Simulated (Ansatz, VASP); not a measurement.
## One calculation of MoSe, two programs

```
Mo Se
1.0
     3.14620    0.00000    0.00000
     0.00000    3.14620    0.00000
     0.00000    0.00000    3.14620
Mo Se
1 1
Direct
  0.00000 0.00000 0.00000
  0.50000 0.50000 0.50000
```

Alike in both runs: functional PBE; k mesh 14 × 14 × 14; occupations gaussian, width 0.1 eV; no spin polarisation.

Ansatz relaxed the structure, and its values are those at the end. VASP's run is a single point on that final structure, the one shown.

|  | VASP | Ansatz |
| --- | --- | --- |
| version | VASP 6.6.1 | Ansatz 0.2.0 |
| potentials or method | VASP PAW PBE potentials, release 64 (Mo_sv, Se), cutoff 520 eV | scalar-relativistic, plane waves, PAW |
| valence electrons in the cell | 20 | 30 |

|  | VASP | Ansatz | Ansatz less VASP |
| --- | --- | --- | --- |
| gap on the k mesh at the Fermi level (eV) | none | none | - |
| pressure (GPa) | 0.4 | 0.0 | -0.32 |

A gap of «none» marks a metal or a gap that the smearing closes. With one functional, cell and mesh, what is left measures potentials, basis and numerics. VASP's potentials hold 20 valence electrons a cell and Ansatz's 30, so a difference there can come from the potentials and not from the codes.
